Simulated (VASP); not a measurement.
# InPd (Pm-3m) in VASP: further runs

InPd is run at these levels: LDA; tasks: electric field gradients.

Everything below comes from runs of VASP 6.6.1. Logs are shortened: lines on timing, memory, paths and dates and some standing lists are left out, and cuts for length are marked.

**1. The cell of the first run**

Symmetry: Pm-3m, No. 221, cubic system. Conventional cell: a = 3.206 Å, b = 3.206 Å, c = 3.206 Å, α = 90.00°, β = 90.00°, γ = 90.00°. Within 3.7 Å of In (site symmetry m-3m) lie 8 Pd at 2.78 Å and 6 In at 3.21 Å. Within 3.7 Å of Pd (site symmetry m-3m) lie 8 In at 2.78 Å and 6 Pd at 3.21 Å.

**2. Electric field gradients, LDA (volume scaled by 0.9405)**

File INCAR:

```
SYSTEM = InPd
ALGO = Normal
EDIFF = 1E-8
ENCUT = 520
ISIF = 2
ISMEAR = -1
LASPH = .True.
LCHARG = .False.
LEFG = .True.
LREAL = .False.
LWAVE = .False.
NBANDS = 18
NELM = 100
PREC = Accurate
SIGMA = 0.03
```

File KPOINTS:

```
k-points
0
Gamma
  13 13 13
  0 0 0
```

File POSCAR:

```
InPd
1.0
    3.2056610580      0.0000000000      0.0000000000
    0.0000000000      3.2056610580      0.0000000000
    0.0000000000      0.0000000000      3.2056610580
In Pd
1 1
Direct
    0.0000000000      0.0000000000      0.0000000000
    0.5000000000      0.5000000000      0.5000000000
```

Potentials or basis: VASP PAW LDA potentials, release 64 (In_d, Pd).

On the command line:

```bash
$ cat potpaw_LDA.64/In_d/POTCAR potpaw_LDA.64/Pd/POTCAR > POTCAR
$ mpirun -np 1 vasp_std > vasp.out
```

OUTCAR:

```text
SYSTEM = InPd
   EDIFF = 1E-8
   ENCUT = 520
   ISIF = 2
   ISMEAR = -1
   LASPH = .True.
   LREAL = .False.
   NELM = 100
   PREC = Accurate

 ion  position               nearest neighbor table
   1  0.000  0.000  0.000-   2 2.78   2 2.78   2 2.78   2 2.78   2 2.78   2 2.78   2 2.78   2 2.78

   2  0.500  0.500  0.500-   1 2.78   1 2.78   1 2.78   1 2.78   1 2.78   1 2.78   1 2.78   1 2.78

  LATTYP: Found a simple cubic cell.
 ALAT       =     3.2056610580

  Lattice vectors:

 A1 = (   3.2056610580,   0.0000000000,   0.0000000000)
 A2 = (   0.0000000000,   3.2056610580,   0.0000000000)
 A3 = (   0.0000000000,   0.0000000000,   3.2056610580)

Analysis of symmetry for initial positions (statically):
=====================================================================
 Subroutine PRICEL returns:
 Original cell was already a primitive cell.

 Routine SETGRP: Setting up the symmetry group for a
 simple cubic supercell.

 Subroutine GETGRP returns: Found 48 space group operations
[... 9 lines left out ...]

 Routine SETGRP: Setting up the symmetry group for a
 simple cubic supercell.

 Subroutine GETGRP returns: Found 48 space group operations
[... 11 lines left out ...]
                                     Primitive cell

  volume of cell :      32.9422

  direct lattice vectors                    reciprocal lattice vectors
     3.205661058  0.000000000  0.000000000     0.311948139  0.000000000  0.000000000
     0.000000000  3.205661058  0.000000000     0.000000000  0.311948139  0.000000000
     0.000000000  0.000000000  3.205661058     0.000000000  0.000000000  0.311948139

  length of vectors
     3.205661058  3.205661058  3.205661058     0.311948139  0.311948139  0.311948139

  position of ions in fractional coordinates (direct lattice)
     0.000000000  0.000000000  0.000000000
     0.500000000  0.500000000  0.500000000

  ion indices of the primitive-cell ions
   primitive index   ion index
                 1           1
                 2           2

----------------------------------------------------------------------------------------

 KPOINTS: k-points

[... 91 lines left out ...]
   LORBIT       =      0    0 simple, 1 ext, 2 COOP (PROOUT), +10 PAW based schemes
   GGA     = CA    functional components
   LHFCALC =     F    Hartree Fock is set to
   AEXX    =    0.0000 exact exchange contribution
   IVDW    =     0    specifies the selected vdW correction
   LEPSILON=     F    determine dielectric tensor
   LRPA    =     F    only Hartree local field effects (RPA)
 non-spin polarized calculation
  energy-cutoff  :      520.00
  volume of cell :       32.94
 maximum number of plane-waves:       912
 NGX is ok and might be reduce to    24
   NGX = 11   NGY = 11   NGZ = 11

 number of electron      22.9999998 magnetization

 Free energy of the ion-electron system (eV)
  ---------------------------------------------------
  ext. energy  EPLUGINS =         0.00000000
  ---------------------------------------------------
  free energy    TOTEN  =       -10.79756199 eV

  energy without entropy =      -10.79506150  energy(sigma->0) =      -10.79631174

 E-fermi :  11.3038     XC(G=0): -12.8874

 val. band max:       11.2771827956   @ k =   0.3077   0.1538   0.0000
 cond. band min:      11.3244831098   @ k =   0.3846   0.3077   0.1538
 fundamental gap:      0.0473003142
 Fermi energy:        11.3038310840

 k-point     1 :       0.0000    0.0000    0.0000
  band No.  band energies     occupation
      1      -3.8377      2.00000
      2      -3.8377      2.00000
      3      -3.3447      2.00000
      4      -3.3447      2.00000
      5      -3.3447      2.00000
      6       0.5861      2.00000
[... 481 lines left out ...]
      5      -3.2735      2.00000
      6       4.0159      2.00000
[... 10 lines left out ...]
     17      23.7046      0.00000
     18      24.8161      0.00000

 [... further k-points ...]
[... 5 lines left out ...]
  --------------------------------------------------------------------------------------
  -------------------------------------------------------------------------------------
  Total        0.3665813      0.3665813      0.3665813     -0.0000000     -0.0000000     -0.0000000
  in kB       17.8290446     17.8290446     17.8290446     -0.0000000     -0.0000000     -0.0000000
  external PRESSURE =      17.8290446 kB  Pullay stress =       0.0000000 kB

 VOLUME and BASIS-vectors are now :
 -----------------------------------------------------------------------------
  energy-cutoff  :      520.00
  volume of cell :       32.94
      direct lattice vectors                 reciprocal lattice vectors
     3.205661058  0.000000000  0.000000000     0.311948139  0.000000000  0.000000000
     0.000000000  3.205661058  0.000000000     0.000000000  0.311948139  0.000000000
     0.000000000  0.000000000  3.205661058     0.000000000  0.000000000  0.311948139

 POSITION                                       TOTAL-FORCE (eV/Angst)
 -----------------------------------------------------------------------------------
      0.00000      0.00000      0.00000         0.000000      0.000000      0.000000
      1.60283      1.60283      1.60283         0.000000      0.000000      0.000000
 -----------------------------------------------------------------------------------
    total drift:                                0.000000      0.000000     -0.000000

  FREE ENERGIE OF THE ION-ELECTRON SYSTEM (eV)
  ---------------------------------------------------
  free  energy   TOTEN  =       -10.7975619874 eV

  energy  without entropy=      -10.7950614952  energy(sigma->0) =      -10.79631174

 Electric field gradients (V/A^2)
---------------------------------------------------------------------
 ion       V_xx      V_yy      V_zz      V_xy      V_xz      V_yz
---------------------------------------------------------------------
   1       0.000    -0.000    -0.000     0.000    -0.000    -0.000
   2      -0.000    -0.000     0.000     0.000     0.000    -0.000
---------------------------------------------------------------------

 Electric field gradients after diagonalization (V/A^2)
 (convention: |V_zz| > |V_xx| > |V_yy|)
----------------------------------------------------------------------
 ion       V_xx      V_yy      V_zz     asymmetry (V_yy - V_xx)/ V_zz
----------------------------------------------------------------------
   1       0.000    -0.000    -0.000       0.914
   2      -0.000    -0.000     0.000       0.133
----------------------------------------------------------------------

           NMR quadrupolar parameters

 Cq : quadrupolar parameter    Cq=e*Q*V_zz/h
 eta: asymmetry parameters     (V_yy - V_xx)/ V_zz
 Q  : nuclear electric quadrupole moment in mb (millibarn)
----------------------------------------------------------------------
 ion       Cq(MHz)       eta       Q (mb)
----------------------------------------------------------------------
   1      -0.000       0.914       1.000
   2       0.000       0.133       1.000
----------------------------------------------------------------------
```

Run time: 41 s. Hardware: 1 thread of AMD EPYC 7R43 (Zen 3), shared host; peak memory 0.13 GiB.

Results:

```yaml
Free_energy: -10.7976 eV
Pressure: 1.8 GPa
```

Levels at points of the mesh, in eV from the Fermi level:
```tsv
k point	band 7	band 8	band 9	band 10	band 11	band 12	band 13	band 14	band 15	band 16
(0.00, 0.00, 0.00)	-4.19	-4.19	-2.50	-2.50	-2.50	4.15	4.15	4.15	10.01	11.05
```

Caveat: without QUAD_EFG the Cq values of the log hold for a quadrupole moment of 1 mb, not for the nuclei; spin-orbit coupling is left out, which moves the levels of the heavy elements.

**3. Electric field gradients, LDA (volume scaled by 0.97)**

File INCAR:

```
SYSTEM = InPd
PREC = Accurate
ENCUT = 520
EDIFF = 1E-8
ISMEAR = -1
SIGMA = 0.03
LREAL = .False.
LASPH = .True.
NELM = 80
ALGO = Normal
ISIF = 2
LWAVE = .False.
LCHARG = .False.
LEFG = .True.
NBANDS = 18
```

File KPOINTS:

```
Automatic mesh
0
Gamma
  13 13 13
  0 0 0
```

File POSCAR:

```
InPd
1.0
    3.2388331791      0.0000000000      0.0000000000
    0.0000000000      3.2388331791      0.0000000000
    0.0000000000      0.0000000000      3.2388331791
In Pd
1 1
Direct
    0.0000000000      0.0000000000      0.0000000000
    0.5000000000      0.5000000000      0.5000000000
```

Potentials or basis: VASP PAW LDA potentials, release 64 (In_d, Pd).

On the command line:

```bash
$ cat potpaw_LDA.64/In_d/POTCAR potpaw_LDA.64/Pd/POTCAR > POTCAR
$ mpirun -np 1 vasp_std > vasp.out
```

OUTCAR:

```text
SYSTEM = InPd
   PREC = Accurate
   ENCUT = 520
   EDIFF = 1E-8
   ISMEAR = -1
   LREAL = .False.
   LASPH = .True.
   NELM = 80
   ISIF = 2

 ion  position               nearest neighbor table
   1  0.000  0.000  0.000-   2 2.80   2 2.80   2 2.80   2 2.80   2 2.80   2 2.80   2 2.80   2 2.80

   2  0.500  0.500  0.500-   1 2.80   1 2.80   1 2.80   1 2.80   1 2.80   1 2.80   1 2.80   1 2.80

  LATTYP: Found a simple cubic cell.
 ALAT       =     3.2388331791

  Lattice vectors:

 A1 = (   3.2388331791,   0.0000000000,   0.0000000000)
 A2 = (   0.0000000000,   3.2388331791,   0.0000000000)
 A3 = (   0.0000000000,   0.0000000000,   3.2388331791)

Analysis of symmetry for initial positions (statically):
=====================================================================
 Subroutine PRICEL returns:
 Original cell was already a primitive cell.

 Routine SETGRP: Setting up the symmetry group for a
 simple cubic supercell.

[... 691 lines left out ...]
  volume of cell :       33.98
      direct lattice vectors                 reciprocal lattice vectors
     3.238833179  0.000000000  0.000000000     0.308753167  0.000000000  0.000000000
     0.000000000  3.238833179  0.000000000     0.000000000  0.308753167  0.000000000
     0.000000000  0.000000000  3.238833179     0.000000000  0.000000000  0.308753167

 POSITION                                       TOTAL-FORCE (eV/Angst)
 -----------------------------------------------------------------------------------
      0.00000      0.00000      0.00000         0.000000      0.000000      0.000000
      1.61942      1.61942      1.61942         0.000000      0.000000      0.000000
 -----------------------------------------------------------------------------------
    total drift:                                0.000000      0.000000     -0.000000

  FREE ENERGIE OF THE ION-ELECTRON SYSTEM (eV)
  ---------------------------------------------------
  free  energy   TOTEN  =       -10.7945525122 eV

  energy  without entropy=      -10.7919140982  energy(sigma->0) =      -10.79323331

 Electric field gradients (V/A^2)
---------------------------------------------------------------------
 ion       V_xx      V_yy      V_zz      V_xy      V_xz      V_yz
---------------------------------------------------------------------
   1      -0.000    -0.000    -0.000     0.000    -0.000    -0.000
   2      -0.000    -0.000     0.000    -0.000    -0.000    -0.000
---------------------------------------------------------------------

 Electric field gradients after diagonalization (V/A^2)
 (convention: |V_zz| > |V_xx| > |V_yy|)
----------------------------------------------------------------------
 ion       V_xx      V_yy      V_zz     asymmetry (V_yy - V_xx)/ V_zz
----------------------------------------------------------------------
   1      -0.000    -0.000    -0.000      -0.470
   2      -0.000     0.000    -0.000      -1.317
----------------------------------------------------------------------

           NMR quadrupolar parameters

 Cq : quadrupolar parameter    Cq=e*Q*V_zz/h
 eta: asymmetry parameters     (V_yy - V_xx)/ V_zz
 Q  : nuclear electric quadrupole moment in mb (millibarn)
----------------------------------------------------------------------
 ion       Cq(MHz)       eta       Q (mb)
----------------------------------------------------------------------
   1      -0.000      -0.470       1.000
   2      -0.000      -1.317       1.000
----------------------------------------------------------------------
```

Wall time 43 s (1 thread of AMD EPYC 7R43 (Zen 3), shared host); peak memory 0.13 GiB.

Results:

```yaml
Free_energy: -10.7946 eV
Pressure: -2.8 GPa
```

Caveat: without QUAD_EFG the Cq values of the log hold for a quadrupole moment of 1 mb, not for the nuclei; spin-orbit coupling is left out, which moves the levels of the heavy elements.
